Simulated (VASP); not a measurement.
# MoS2 in VASP: single point with PBEsol

Aim: the single point of MoS2 with PBEsol.

All numbers are computed with VASP 6.6.1; they aren't measurements. Logs are shortened: lines on timing, memory, paths and dates and some standing lists are left out, and cuts for length are marked.

**1. The cell of the first run**

The cell holds a slab with vacuum, 12 atoms: a = 3.169 Å, b = 3.169 Å, c = 37.616 Å, α = 90.00°, β = 90.00°, γ = 120.00°.

**2. Single point, PBEsol, collinear spin**

Input file INCAR:

```
PREC = Accurate ; ENCUT = 520
EDIFF = 1E-6 ; ISMEAR = 0
SIGMA = 0.05 ; LREAL = F
LASPH = T ; NELM = 150
ALGO = Normal ; ISIF = 2
LWAVE = F ; LCHARG = F
ISPIN = 2 ; MAGMOM = 2 2 2 2 0 0 0 0 0 0 0 0
LORBIT = 11 ; LMAXMIX = 4
LDIPOL = T ; IDIPOL = 3
DIPOL = 0.5 0.5 0.500 ; GGA = PS
NBANDS = 68
```

Input file KPOINTS:

```
regular mesh
0
Gamma
  8 8 1
```

Input file POSCAR:

```
MoS2
1.0
    3.1690000002      0.0000000000      0.0000000000
   -1.5845000001      2.7444345048      0.0000000000
    0.0000000000      0.0000000000     37.6162960000
Mo S
4 8
Direct
    0.6666666667      0.3333333333      0.2504976419
    0.3333333333      0.6666666667      0.4168532177
    0.6666666667      0.3333333333      0.5831467240
    0.3333333333      0.6666666667      0.7495024171
    0.3333333333      0.6666666667      0.2093307992
    0.3333333333      0.6666666667      0.2917030921
    0.3333333333      0.6666666667      0.5419470583
    0.6666666667      0.3333333333      0.3756529493
    0.3333333333      0.6666666667      0.6243470016
    0.6666666667      0.3333333333      0.4580528855
    0.6666666667      0.3333333333      0.7082969567
    0.6666666667      0.3333333333      0.7906692565
```

Potentials or basis: VASP PAW PBE potentials, release 64 (Mo_sv, S).

The run is started by

```bash
$ cat potpaw_PBE.64/Mo_sv/POTCAR potpaw_PBE.64/S/POTCAR > POTCAR
$ mpirun -np 1 vasp_std > vasp.out
```

OUTCAR:

```text
PREC = Accurate
   ENCUT = 520
   EDIFF = 1E-6
   ISMEAR = 0
   LREAL = F
   LASPH = T
   NELM = 150
   ISIF = 2
   ISPIN = 2
   LORBIT = 11
   GGA = PS

 ion  position               nearest neighbor table
   1  0.667  0.333  0.250-   5 2.40   5 2.40   5 2.40   6 2.40   6 2.40   6 2.40
   2  0.333  0.667  0.417-  10 2.40  10 2.40  10 2.40   8 2.40   8 2.40   8 2.40
   3  0.667  0.333  0.583-   7 2.40   7 2.40   7 2.40   9 2.40   9 2.40   9 2.40
   4  0.333  0.667  0.750-  12 2.40  12 2.40  12 2.40  11 2.40  11 2.40  11 2.40
   5  0.333  0.667  0.209-   1 2.40   1 2.40   1 2.40
   6  0.333  0.667  0.292-   1 2.40   1 2.40   1 2.40
   7  0.333  0.667  0.542-   3 2.40   3 2.40   3 2.40
   8  0.667  0.333  0.376-   2 2.40   2 2.40   2 2.40
   9  0.333  0.667  0.624-   3 2.40   3 2.40   3 2.40
  10  0.667  0.333  0.458-   2 2.40   2 2.40   2 2.40
  11  0.667  0.333  0.708-   4 2.40   4 2.40   4 2.40
  12  0.667  0.333  0.791-   4 2.40   4 2.40   4 2.40

  LATTYP: Found a hexagonal cell.
 ALAT       =     3.1690000002
 C/A-ratio  =    11.8700839374

  Lattice vectors:

 A1 = (   3.1690000002,   0.0000000000,   0.0000000000)
 A2 = (  -1.5845000001,   2.7444345048,   0.0000000000)
 A3 = (   0.0000000000,   0.0000000000,  37.6162960000)

Analysis of symmetry for initial positions (statically):
=====================================================================
 Subroutine PRICEL returns:
 Original cell was already a primitive cell.

 Routine SETGRP: Setting up the symmetry group for a
 hexagonal supercell.

 Subroutine GETGRP returns: Found 12 space group operations
 (whereof 12 operations were pure point group operations)
 out of a pool of 24 trial point group operations.

The static configuration has the point symmetry D_3d.

Analysis of symmetry for dynamics (positions and initial velocities):
=====================================================================
 Subroutine PRICEL returns:
 Original cell was already a primitive cell.

 Routine SETGRP: Setting up the symmetry group for a
 hexagonal supercell.

 Subroutine GETGRP returns: Found 12 space group operations
 (whereof 12 operations were pure point group operations)
 out of a pool of 24 trial point group operations.

The dynamic configuration has the point symmetry D_3d.

Analysis of structural, dynamic, and magnetic symmetry:
[... 182 lines left out ...]
      1     -58.3778      1.00000
      2     -58.3772      1.00000
      3     -58.3762      1.00000
      4     -58.3757      1.00000
      5     -32.5696      1.00000
      6     -32.5690      1.00000
[... 659 lines left out ...]
     63       5.8176      0.00000
     64       5.9036      0.00000
 Fermi energy:         3.2507131672

 spin component 2

 k-point     1 :       0.0000    0.0000    0.0000
  band No.  band energies     occupation
      1     -58.3778      1.00000
      2     -58.3772      1.00000
      3     -58.3762      1.00000
      4     -58.3757      1.00000
      5     -32.5696      1.00000
      6     -32.5690      1.00000
[... 659 lines left out ...]
     63       5.8176      0.00000
     64       5.9036      0.00000
 [bands above 64 left out]

------------------------ aborting loop because EDIFF is reached ----------------------------------------

 vacuum level on the upper side and lower side of the slab       (xc-potential included)        -0.001        -0.001

  FORCE on cell =-STRESS in cart. coord.  units (eV):
  Direction    XX          YY          ZZ          XY          YZ          ZX
  --------------------------------------------------------------------------------------
  -------------------------------------------------------------------------------------
  Total       -3.2477649     -3.2477649     -0.0695700     -0.0000000      0.0000000      0.0000000
  in kB      -15.9053793    -15.9053793     -0.3407071     -0.0000000      0.0000000      0.0000000
  external PRESSURE =     -10.7171552 kB  Pullay stress =       0.0000000 kB

 VOLUME and BASIS-vectors are now :
 -----------------------------------------------------------------------------
  energy-cutoff  :      520.00
  volume of cell :      327.15
      direct lattice vectors                 reciprocal lattice vectors
     3.169000000  0.000000000  0.000000000     0.315556958  0.182186895  0.000000000
    -1.584500000  2.744434505  0.000000000     0.000000000  0.364373789  0.000000000
     0.000000000  0.000000000 37.616296000     0.000000000  0.000000000  0.026584223

 POSITION                                       TOTAL-FORCE (eV/Angst)
 -----------------------------------------------------------------------------------
      1.58450      0.91481      9.42279         0.000000     -0.000000     -0.000734
     -0.00000      1.82962     15.68047         0.000000      0.000000     -0.000620
      1.58450      0.91481     21.93582        -0.000000      0.000000      0.000620
     -0.00000      1.82962     28.19350        -0.000000      0.000000      0.000734
     -0.00000      1.82962      7.87425        -0.000000      0.000000      0.000355
     -0.00000      1.82962     10.97279        -0.000000     -0.000000     -0.002316
     -0.00000      1.82962     20.38604        -0.000000     -0.000000      0.003525
      1.58450      0.91481     14.13067         0.000000      0.000000      0.003401
     -0.00000      1.82962     23.48562        -0.000000     -0.000000     -0.003401
      1.58450      0.91481     17.23025         0.000000      0.000000     -0.003525
      1.58450      0.91481     26.64351         0.000000      0.000000      0.002316
      1.58450      0.91481     29.74205         0.000000     -0.000000     -0.000355
 -----------------------------------------------------------------------------------
    total drift:                               -0.000000      0.000000     -0.000063

  FREE ENERGIE OF THE ION-ELECTRON SYSTEM (eV)
  ---------------------------------------------------
  free  energy   TOTEN  =       -93.7549513334 eV

  energy  without entropy=      -93.7549513334  energy(sigma->0) =      -93.75495133

 vacuum level on the upper side and lower side of the slab         8.315         8.315

 total charge

# of ion       s       p       d       tot
------------------------------------------
    1        2.297   6.225   3.974  12.496
    2        2.297   6.225   3.974  12.495
    3        2.297   6.225   3.974  12.495
    4        2.297   6.225   3.974  12.496
    5        1.356   2.327   0.000   3.683
    6        1.357   2.323   0.000   3.680
    7        1.357   2.322   0.000   3.680
    8        1.357   2.322   0.000   3.680
    9        1.357   2.322   0.000   3.680
   10        1.357   2.322   0.000   3.680
   11        1.357   2.323   0.000   3.680
   12        1.356   2.327   0.000   3.683
--------------------------------------------------
tot         20.044  43.488  15.896  79.427

 magnetization (x)

# of ion       s       p       d       tot
------------------------------------------
    1        0.000   0.000  -0.000  -0.000
    2       -0.000  -0.000  -0.000  -0.000
    3       -0.000  -0.000  -0.000  -0.000
    4        0.000   0.000  -0.000  -0.000
    5       -0.000  -0.000   0.000  -0.000
    6       -0.000  -0.000   0.000  -0.000
    7        0.000   0.000   0.000   0.000
    8       -0.000   0.000   0.000   0.000
    9       -0.000   0.000   0.000   0.000
   10        0.000   0.000   0.000   0.000
   11       -0.000  -0.000   0.000  -0.000
   12       -0.000  -0.000   0.000  -0.000
--------------------------------------------------
tot         -0.000   0.000  -0.000  -0.000
```

OSZICAR:

```text
N       E                     dE             d eps       ncg     rms          rms(c)
DAV:   1     0.922259999574E+03    0.92226E+03   -0.56713E+04  3192   0.138E+03
DAV:   2    -0.346373980310E+02   -0.95690E+03   -0.92533E+03  3304   0.352E+02
DAV:   3    -0.952524272502E+02   -0.60615E+02   -0.59096E+02  3248   0.791E+01
DAV:   4    -0.975238756375E+02   -0.22714E+01   -0.22432E+01  3460   0.147E+01
[... 22 lines left out ...]
DAV:  27    -0.937549367822E+02   -0.92406E-05   -0.10870E-06  2048   0.395E-03    0.364E-03
DAV:  28    -0.937549416669E+02   -0.48847E-05   -0.24876E-07  1604   0.168E-03    0.236E-03
DAV:  29    -0.937549487088E+02   -0.70419E-05   -0.36060E-07  1888   0.170E-03    0.872E-04
DAV:  30    -0.937549509182E+02   -0.22094E-05   -0.18921E-07  1716   0.978E-04    0.694E-04
DAV:  31    -0.937549513334E+02   -0.41521E-06   -0.49414E-08  1468   0.582E-04
   1 F= -.93754951E+02 E0= -.93754951E+02  d E =-.534997E-18  mag=    -0.0000
```

Wall time 14 min (1 thread of Oxide Virtual Turin-like, shared host); peak memory 0.68 GiB.

What came out:

```
Free energy                                           : -93.7550 eV
Largest force                                         : 0.004 eV/Å
Band gap on the k mesh                                : 1.16 eV (least direct gap 1.96 eV)
Net moment                                            : 0.00 μB per cell
Valence electrons inside the program's atomic spheres : Mo 12.50, 12.49 (each value once); S 3.68
```

Forces in eV/Å, atoms in the order of the input:
```
Mo   0.000  0.000 -0.001
Mo   0.000  0.000 -0.001
Mo   0.000  0.000  0.001
Mo   0.000  0.000  0.001
S    0.000  0.000  0.000
S    0.000  0.000 -0.002
S    0.000  0.000  0.004
S    0.000  0.000  0.003
S    0.000  0.000 -0.003
S    0.000  0.000 -0.004
S    0.000  0.000  0.002
S    0.000  0.000  0.000
```

Levels at points of the mesh, in eV from the valence-band top:
Spin up:
```tsv
k point	band 48	band 49	band 50	band 51	band 52	band 53	band 54	band 55	band 56	band 57
(0.00, 0.00, 0.00)	-1.56	-0.89	-0.49	-0.18	0.00	2.20	2.20	2.20	2.20	2.21
(0.50, 0.00, 0.00)	-1.52	-1.31	-1.28	-1.25	-1.23	1.67	1.68	1.70	1.71	2.12
```
Spin down:
```tsv
k point	band 50	band 51	band 52	band 53	band 54	band 55
(0.00, 0.00, 0.00)	-0.49	-0.18	0.00	2.20	2.20	2.20
(0.50, 0.00, 0.00)	-1.28	-1.25	-1.23	1.67	1.68	1.70
```

Caveat: the PAW data sets were made with another functional, which shifts forces and pressure a little.
